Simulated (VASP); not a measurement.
# As in VASP: a series of runs

As is run at these levels: PBE, LDA, r2SCAN; tasks: single point.

Everything below comes from runs of VASP 6.6.1. Logs are shortened: lines on timing, memory, paths and dates and some standing lists are left out, and cuts for length are marked.

## (1) The cell of the first run

The cell holds a slab with vacuum, 2 atoms: a = 3.575 Å, b = 3.575 Å, c = 26.416 Å, α = 90.00°, β = 90.00°, γ = 120.00°.

## (2) Single point, PBE

File INCAR:

```
  PREC = Accurate
  ENCUT = 520
  EDIFF = 1E-7
  ISMEAR = 0
  SIGMA = 0.01
  LREAL = False
  LASPH = True
  NELM = 60
  ALGO = Normal
  ISIF = 2
  LWAVE = False
  LCHARG = False
  LDIPOL = True
  IDIPOL = 3
  DIPOL = 0.5 0.5 0.347
  GGA = PE
  NBANDS = 12
```

File KPOINTS:

```
Automatic mesh
0
Gamma
  6 6 1
```

File POSCAR:

```
As
1.0
    3.5749013640      0.0000000000      0.0000000000
   -1.7874506820      3.0959553972      0.0000000000
    0.0000000000      0.0000000000     26.4156438000
As
2
Direct
    0.3333333333      0.6666666667      0.3206195636
    0.6666666667      0.3333333333      0.3724478490
```

Potentials or basis: VASP PAW PBE potentials, release 64 (As).

Launch:

```
$ cat potpaw_PBE.64/As/POTCAR > POTCAR
$ mpirun -np 1 vasp_std > vasp.out
```

OUTCAR:

```text
PREC = Accurate
   ENCUT = 520
   EDIFF = 1E-7
   ISMEAR = 0
   LREAL = False
   LASPH = True
   NELM = 60
   ISIF = 2
   GGA = PE

 ion  position               nearest neighbor table
   1  0.333  0.667  0.321-   2 2.48   2 2.48   2 2.48
   2  0.667  0.333  0.372-   1 2.48   1 2.48   1 2.48

  LATTYP: Found a hexagonal cell.
 ALAT       =     3.5749013640
 C/A-ratio  =     7.3891951442

  Lattice vectors:

 A1 = (   3.5749013640,   0.0000000000,   0.0000000000)
 A2 = (  -1.7874506820,   3.0959553972,   0.0000000000)
 A3 = (   0.0000000000,   0.0000000000,  26.4156438000)

Analysis of symmetry for initial positions (statically):
=====================================================================
 Subroutine PRICEL returns:
 Original cell was already a primitive cell.

 Routine SETGRP: Setting up the symmetry group for a
 hexagonal supercell.

 Subroutine GETGRP returns: Found 12 space group operations
 (whereof  6 operations were pure point group operations)
 out of a pool of 24 trial point group operations.

The static configuration has the point symmetry C_3v.
 The point group associated with its full space group is D_3d.

Analysis of symmetry for dynamics (positions and initial velocities):
=====================================================================
 Subroutine PRICEL returns:
 Original cell was already a primitive cell.

 Routine SETGRP: Setting up the symmetry group for a
 hexagonal supercell.

 Subroutine GETGRP returns: Found 12 space group operations
 (whereof  6 operations were pure point group operations)
 out of a pool of 24 trial point group operations.

The dynamic configuration has the point symmetry C_3v.
 The point group associated with its full space group is D_3d.

 Subroutine INISYM returns: Found 12 space group operations
 (whereof  6 operations are pure point group operations),
 and found     1 'primitive' translations

----------------------------------------------------------------------------------------

                                     Primitive cell

  volume of cell :     292.3613

  direct lattice vectors                    reciprocal lattice vectors
     3.574901364  0.000000000  0.000000000     0.279727998  0.161501035  0.000000000
    -1.787450682  3.095955397  0.000000000     0.000000000  0.323002069  0.000000000
     0.000000000  0.000000000 26.415643800     0.000000000  0.000000000  0.037856355

  length of vectors
     3.574901364  3.574901364 26.415643800     0.323002069  0.323002069  0.037856355

  position of ions in fractional coordinates (direct lattice)
     0.333333333  0.666666667  0.320619564
     0.666666667  0.333333333  0.372447849

  ion indices of the primitive-cell ions
   primitive index   ion index
                 1           1
                 2           2

----------------------------------------------------------------------------------------

 KPOINTS: Automatic mesh

Automatic generation of k-mesh.
 Grid dimensions read from file:
 generate k-points for:    6    6    1

 Generating k-lattice:

  Cartesian coordinates                     Fractional coordinates (reciprocal lattice)
     0.046621333  0.026916839  0.000000000     0.166666667  0.000000000  0.000000000
     0.000000000  0.053833678  0.000000000     0.000000000  0.166666667  0.000000000
     0.000000000  0.000000000  0.037856355     0.000000000  0.000000000  1.000000000

  Length of vectors
     0.053833678  0.053833678  0.037856355

  Shift w.r.t. Gamma in fractional coordinates (k-lattice)
     0.000000000  0.000000000  0.000000000

 Subroutine IBZKPT returns following result:
 ===========================================

 Found      7 irreducible k-points:

 Following reciprocal coordinates:
            Coordinates               Weight
  0.000000  0.000000  0.000000      1.000000
  0.166667 -0.000000  0.000000      6.000000
  0.333333 -0.000000  0.000000      6.000000
  0.500000 -0.000000  0.000000      3.000000
  0.166667  0.166667  0.000000      6.000000
  0.333333  0.166667  0.000000     12.000000
  0.333333  0.333333  0.000000      2.000000
   k-points           NKPTS =      7   k-points in BZ     NKDIM =      7   number of bands    NBANDS=     12
   number of dos      NEDOS =    301   number of ions     NIONS =      2
   total plane-waves  NPLWV = 153664
   dimension x,y,z NGX =    28 NGY =   28 NGZ =  196
   dimension x,y,z NGXF=    56 NGYF=   56 NGZF=  392
   ions per type =               2
   NGX,Y,Z   is equivalent  to a cutoff of  13.02, 13.02, 12.34 a.u.
   NGXF,Y,Z  is equivalent  to a cutoff of  26.04, 26.04, 24.67 a.u.
 SYSTEM =  unknown system
   PREC   = accura    normal or accurate (medium, high low for compatibility)
   ISTART =      0    job   : 0-new  1-cont  2-samecut
   ICHARG =      2    charge: 1-file 2-atom 10-const
   ISPIN  =      1    spin polarized calculation?
   LNONCOLLINEAR =      F non collinear calculations
   LSORBIT =      F    spin-orbit coupling
   LASPH  =      T    aspherical Exc in radial PAW
   ENCUT  =  520.0 eV  38.22 Ry    6.18 a.u.   6.65  6.65 49.12*2*pi/ulx,y,z
   NELM   =     60;   NELMIN=  2; NELMDL= -5     # of ELM steps
   EDIFF  = 0.1E-06   stopping-criterion for ELM
   LREAL  =      F    real-space projection
   EDIFFG = 0.1E-05   stopping-criterion for IOM
   NSW    =      0    number of steps for IOM
   IBRION =     -1    ionic relax: 0-MD 1-quasi-New 2-CG
   NFREE  =      0    steps in history (QN), initial steepest desc. (CG)
   ISIF   =      2    stress and relaxation
   ISYM   =      2    0-nonsym 1-usesym 2-fastsym
   POTIM  = 0.5000    time-step for ionic-motion
   TEBEG  =    0.0;   TEEND  =   0.0 temperature during run
   PSTRESS=    0.0 pullay stress
   NELECT =      10.0000    total number of electrons
   NUPDOWN=      -1.0000    fix difference up-down
   EMIN   =  10.00;   EMAX   =-10.00  energy-range for DOS
   EFERMI =   0.00;   METHOD = LEGACY
   ISMEAR =     0;   SIGMA  =   0.01  broadening in eV -4-tet -1-fermi 0-gaus
   EFERMI_NEDOS =   21; number of points for ismear=-14 and -15
   IALGO  =     38    algorithm
   IMIX   =      4    mixing-type and parameters
     AMIX     =   0.40;   BMIX     =  1.00
     AMIX_MAG =   1.60;   BMIX_MAG =  1.00
  volume/ion in A,a.u.               =     146.18       986.48
  Fermi-wavevector in a.u.,A,eV,Ry     =   0.531416  1.004231  3.842329  0.282403
  Thomas-Fermi vector in A             =   1.554431
   LORBIT       =      0    0 simple, 1 ext, 2 COOP (PROOUT), +10 PAW based schemes
   GGA     = PE    functional components
   LHFCALC =     F    Hartree Fock is set to
   AEXX    =    0.0000 exact exchange contribution
   IVDW    =     0    specifies the selected vdW correction
   LEPSILON=     F    determine dielectric tensor
   LRPA    =     F    only Hartree local field effects (RPA)
 non-spin polarized calculation
 Gauss-broadening in eV      SIGMA  =   0.01
  energy-cutoff  :      520.00
  volume of cell :      292.36
 maximum number of plane-waves:      7971
 NGX is ok and might be reduce to    28
   NGX = 13   NGY = 13   NGZ = 99

 dipolmoment           0.000000      0.000000      0.000001 electrons x Angstroem

 number of electron      10.0000001 magnetization

 dipolmoment           0.000000      0.000000     -0.000000 electrons x Angstroem

 Free energy of the ion-electron system (eV)
  ---------------------------------------------------
  ext. energy  EPLUGINS =         0.00000000
  ---------------------------------------------------
  free energy    TOTEN  =        -9.29662963 eV

  energy without entropy =       -9.29662963  energy(sigma->0) =       -9.29662963

 E-fermi :  -3.9163     XC(G=0):  -1.9880

 val. band max:       -3.9846042873   @ k =   0.0000   0.0000   0.0000
 cond. band min:      -2.3096685748   @ k =   0.3333  -0.0000   0.0000
 fundamental gap:      1.6749357124
 Fermi energy:        -3.9162553073

 k-point     1 :       0.0000    0.0000    0.0000
  band No.  band energies     occupation
      1     -17.6353      2.00000
      2     -11.0573      2.00000
      3      -4.4647      2.00000
      4      -3.9846      2.00000
      5      -3.9846      2.00000
      6      -1.9254      0.00000
      7      -0.3753      0.00000
      8      -0.3753      0.00000
      9       0.9121      0.00000
     10       1.1867      0.00000
     11       1.6273      0.00000
     12       1.9327      0.00000

 k-point     2 :       0.1667   -0.0000    0.0000
  band No.  band energies     occupation
      1     -17.2591      2.00000
      2     -11.0447      2.00000
      3      -6.2568      2.00000
      4      -4.6715      2.00000
      5      -4.3141      2.00000
      6      -1.6398      0.00000
      7       0.2597      0.00000
      8       0.2987      0.00000
      9       1.3868      0.00000
     10       1.6412      0.00000
     11       2.0573      0.00000
     12       2.3690      0.00000

 k-point     3 :       0.3333   -0.0000    0.0000
  band No.  band energies     occupation
      1     -16.1911      2.00000
      2     -11.8408      2.00000
      3      -7.6569      2.00000
      4      -5.5750      2.00000
      5      -4.6534      2.00000
      6      -2.3097      0.00000
      7      -0.0383      0.00000
      8       0.7424      0.00000
      9       2.4488      0.00000
     10       2.6585      0.00000
     11       3.2644      0.00000
     12       3.6226      0.00000

 k-point     4 :       0.5000   -0.0000    0.0000
  band No.  band energies     occupation
      1     -15.1218      2.00000
      2     -13.1311      2.00000
      3      -7.3731      2.00000
      4      -5.9201      2.00000
      5      -5.5017      2.00000
      6      -1.9879      0.00000
      7      -0.7038      0.00000
      8       0.7308      0.00000
      9       2.3754      0.00000
     10       4.4346      0.00000
     11       4.5340      0.00000
     12       4.8906      0.00000

 k-point     5 :       0.1667    0.1667    0.0000
  band No.  band energies     occupation
      1     -16.5299      2.00000
      2     -11.4229      2.00000
      3      -7.2702      2.00000
      4      -6.2985      2.00000
      5      -4.2945      2.00000
      6      -1.0772      0.00000
      7      -0.3612      0.00000
      8       0.9121      0.00000
      9       2.1541      0.00000
     10       2.3175      0.00000
     11       2.8504      0.00000
     12       3.2188      0.00000

 k-point     6 :       0.3333    0.1667    0.0000
  band No.  band energies     occupation
      1     -15.2463      2.00000
      2     -12.7927      2.00000
      3      -7.6840      2.00000
      4      -6.7416      2.00000
      5      -5.1132      2.00000
      6      -1.1712      0.00000
      7      -0.3307      0.00000
      8       0.5112      0.00000
      9       3.0662      0.00000
     10       3.7489      0.00000
     11       4.3507      0.00000
     12       4.7064      0.00000

 k-point     7 :       0.3333    0.3333    0.0000
  band No.  band energies     occupation
      1     -13.9725      2.00000
      2     -13.9725      2.00000
      3      -8.4757      2.00000
      4      -5.9264      2.00000
      5      -5.9264      2.00000
      6      -1.8892      0.00000
      7       0.7808      0.00000
      8       0.7808      0.00000
      9       4.1899      0.00000
     10       5.0459      0.00000
     11       5.0459      0.00000
     12       5.8060      0.00000

------------------------ aborting loop because EDIFF is reached ----------------------------------------

 vacuum level on the upper side and lower side of the slab       (xc-potential included)        -0.009        -0.009

  FORCE on cell =-STRESS in cart. coord.  units (eV):
  Direction    XX          YY          ZZ          XY          YZ          ZX
  --------------------------------------------------------------------------------------
  -------------------------------------------------------------------------------------
  Total        0.7485001      0.7485001      0.6283682      0.0000000      0.0000000     -0.0000000
  in kB        4.1018758      4.1018758      3.4435377      0.0000000      0.0000000     -0.0000000
  external PRESSURE =       3.8824298 kB  Pullay stress =       0.0000000 kB

 VOLUME and BASIS-vectors are now :
 -----------------------------------------------------------------------------
  energy-cutoff  :      520.00
  volume of cell :      292.36
      direct lattice vectors                 reciprocal lattice vectors
     3.574901364  0.000000000  0.000000000     0.279727998  0.161501035  0.000000000
    -1.787450682  3.095955397  0.000000000     0.000000000  0.323002069  0.000000000
     0.000000000  0.000000000 26.415643800     0.000000000  0.000000000  0.037856355

 POSITION                                       TOTAL-FORCE (eV/Angst)
 -----------------------------------------------------------------------------------
     -0.00000      2.06397      8.46937        -0.000000      0.000000     -0.459946
      1.78745      1.03199      9.83845         0.000000      0.000000      0.459946
 -----------------------------------------------------------------------------------
    total drift:                               -0.000000      0.000000      0.000001

  FREE ENERGIE OF THE ION-ELECTRON SYSTEM (eV)
  ---------------------------------------------------
  free  energy   TOTEN  =        -9.2966296312 eV

  energy  without entropy=       -9.2966296312  energy(sigma->0) =       -9.29662963

 vacuum level on the upper side and lower side of the slab         1.437         1.437
```

Wall time 47 s (1 thread of AMD EPYC 7R13, shared host); peak memory 0.33 GiB.

What came out:

- Free energy: -9.2966 eV
- Largest force: 0.460 eV/Å
- Band gap on the k mesh: 1.67 eV (least direct gap 2.06 eV)

Forces in eV/Å, atoms in the order of the input:
```
As   0.000  0.000 -0.460
As   0.000  0.000  0.460
```

Levels at points of the mesh, in eV from the valence-band top:
```tsv
k point	band 1	band 2	band 3	band 4	band 5	band 6	band 7	band 8	band 9	band 10
(0.00, 0.00, 0.00)	-13.65	-7.07	-0.48	0.00	0.00	2.06	3.61	3.61	4.90	5.17
(0.50, 0.00, 0.00)	-11.14	-9.15	-3.39	-1.94	-1.52	2.00	3.28	4.72	6.36	8.42
```

## (3) Single point, PBE

File INCAR:

```
SYSTEM = As
ALGO = Normal
DIPOL = 0.5 0.5 0.347
EDIFF = 1E-7
ENCUT = 520
GGA = PE
IDIPOL = 3
ISIF = 2
ISMEAR = 0
LASPH = .True.
LCHARG = .False.
LDIPOL = .True.
LREAL = .False.
LWAVE = .False.
NBANDS = 12
NELM = 100
PREC = Accurate
SIGMA = 0.01
```

File KPOINTS:

```
k-points
0
Gamma
  6 6 1
  0 0 0
```

POSCAR is that of step 2.

Potentials or basis: VASP PAW PBE potentials, release 64 (As).

Launch:

```
$ cat potpaw_PBE.64/As/POTCAR > POTCAR
$ mpirun -np 1 vasp_std > vasp.out
```

OUTCAR:

```text
SYSTEM = As
   EDIFF = 1E-7
   ENCUT = 520
   GGA = PE
   ISIF = 2
   ISMEAR = 0
   LASPH = .True.
   LREAL = .False.
   NELM = 100
   PREC = Accurate

 ion  position               nearest neighbor table
   1  0.333  0.667  0.321-   2 2.48   2 2.48   2 2.48
   2  0.667  0.333  0.372-   1 2.48   1 2.48   1 2.48

  LATTYP: Found a hexagonal cell.
 ALAT       =     3.5749013640
 C/A-ratio  =     7.3891951442

  Lattice vectors:

 A1 = (   3.5749013640,   0.0000000000,   0.0000000000)
 A2 = (  -1.7874506820,   3.0959553972,   0.0000000000)
[... 280 lines left out ...]

  FORCE on cell =-STRESS in cart. coord.  units (eV):
  Direction    XX          YY          ZZ          XY          YZ          ZX
  --------------------------------------------------------------------------------------
  -------------------------------------------------------------------------------------
  Total        0.7485001      0.7485001      0.6283682      0.0000000      0.0000000     -0.0000000
  in kB        4.1018758      4.1018758      3.4435377      0.0000000      0.0000000     -0.0000000
  external PRESSURE =       3.8824298 kB  Pullay stress =       0.0000000 kB

 VOLUME and BASIS-vectors are now :
 -----------------------------------------------------------------------------
  energy-cutoff  :      520.00
  volume of cell :      292.36
      direct lattice vectors                 reciprocal lattice vectors
     3.574901364  0.000000000  0.000000000     0.279727998  0.161501035  0.000000000
    -1.787450682  3.095955397  0.000000000     0.000000000  0.323002069  0.000000000
     0.000000000  0.000000000 26.415643800     0.000000000  0.000000000  0.037856355

 POSITION                                       TOTAL-FORCE (eV/Angst)
 -----------------------------------------------------------------------------------
     -0.00000      2.06397      8.46937        -0.000000      0.000000     -0.459946
      1.78745      1.03199      9.83845         0.000000      0.000000      0.459946
 -----------------------------------------------------------------------------------
    total drift:                               -0.000000      0.000000      0.000001

  FREE ENERGIE OF THE ION-ELECTRON SYSTEM (eV)
  ---------------------------------------------------
  free  energy   TOTEN  =        -9.2966296312 eV

  energy  without entropy=       -9.2966296312  energy(sigma->0) =       -9.29662963

 vacuum level on the upper side and lower side of the slab         1.437         1.437
```

OSZICAR:

```text
N       E                     dE             d eps       ncg     rms          rms(c)
DAV:   1     0.627407328976E+02    0.62741E+02   -0.26679E+03   168   0.524E+02
DAV:   2    -0.286486589367E+01   -0.65606E+02   -0.58908E+02   272   0.877E+01
DAV:   3    -0.927838420114E+01   -0.64135E+01   -0.63932E+01   244   0.374E+01
[... 12 lines left out ...]
DAV:  16    -0.929662166041E+01   -0.67923E-05   -0.39959E-07   224   0.132E-03    0.473E-04
DAV:  17    -0.929662796978E+01   -0.63094E-05   -0.21473E-07   196   0.933E-04    0.234E-04
DAV:  18    -0.929662852271E+01   -0.55293E-06   -0.68076E-09   228   0.206E-04    0.946E-05
DAV:  19    -0.929662957850E+01   -0.10558E-05   -0.34823E-08   208   0.325E-04    0.261E-05
DAV:  20    -0.929662963122E+01   -0.52715E-07    0.16722E-10   184   0.443E-05
   1 F= -.92966296E+01 E0= -.92966296E+01  d E =-.161319E-23
```

stdout:

```text
POSCAR found type information on POSCAR As
 POSCAR found :  1 types and       2 ions
 scaLAPACK will be used
 LDA part: xc-table for (Slater+PW92), standard interpolation
 POSCAR, INCAR and KPOINTS ok, starting setup
 FFT: planning ... GRIDC
 FFT: planning ... GRID_SOFT
 FFT: planning ... GRID
 WAVECAR not read
 entering main loop
```

Wall time 57 s (1 thread of AMD EPYC 7R13, shared host); peak memory 0.33 GiB.

Results:

```yaml
Free_energy: -9.2966 eV
Largest_force: 0.460 eV/Å
Band_gap_on_the_k_mesh: 1.67 eV (least direct gap 2.06 eV)
```

Forces in eV/Å, atoms in the order of the input:
```
As   0.000  0.000 -0.460
As   0.000  0.000  0.460
```

Levels at points of the mesh, in eV from the valence-band top:
```csv
k point,band 3,band 4,band 5,band 6,band 7,band 8
"(0.00, 0.00, 0.00)",-0.48,0.00,0.00,2.06,3.61,3.61
"(0.50, 0.00, 0.00)",-3.39,-1.94,-1.52,2.00,3.28,4.72
```

## (4) Single point, LDA

File INCAR:

```
  PREC = Accurate
  ENCUT = 520
  EDIFF = 1E-6
  ISMEAR = 0
  SIGMA = 0.01
  LREAL = False
  LASPH = True
  NELM = 80
  ALGO = Normal
  ISIF = 2
  LWAVE = False
  LCHARG = False
  LDIPOL = True
  IDIPOL = 3
  DIPOL = 0.5 0.5 0.347
  NBANDS = 12
```

File KPOINTS:

```
regular mesh
0
Gamma
  6 6 1
```

POSCAR is that of step 3.

Potentials or basis: VASP PAW LDA potentials, release 64 (As).

Launch:

```
$ cat potpaw_LDA.64/As/POTCAR > POTCAR
$ mpirun -np 1 vasp_std > vasp.out
```

Wall time 46 s (1 thread of AMD EPYC 7R13, shared host); peak memory 0.25 GiB.

The run converged. Its results:

| Quantity | Value |
| --- | --- |
| Free energy | -10.4240 eV |
| Largest force | 0.023 eV/Å |
| Band gap on the k mesh | 1.59 eV (least direct gap 1.93 eV) |

Forces in eV/Å, atoms in the order of the input:
```
As   0.000  0.000 -0.023
As   0.000  0.000  0.023
```

Levels at points of the mesh, in eV from the valence-band top:
```tsv
k point	band 2	band 3	band 4	band 5	band 6	band 7	band 8	band 9
(0.00, 0.00, 0.00)	-7.12	-0.49	0.00	0.00	1.93	3.58	3.58	5.08
(0.50, 0.00, 0.00)	-9.18	-3.40	-1.93	-1.53	1.92	3.22	4.67	6.30
```

(Continued in part 2 of 2.)
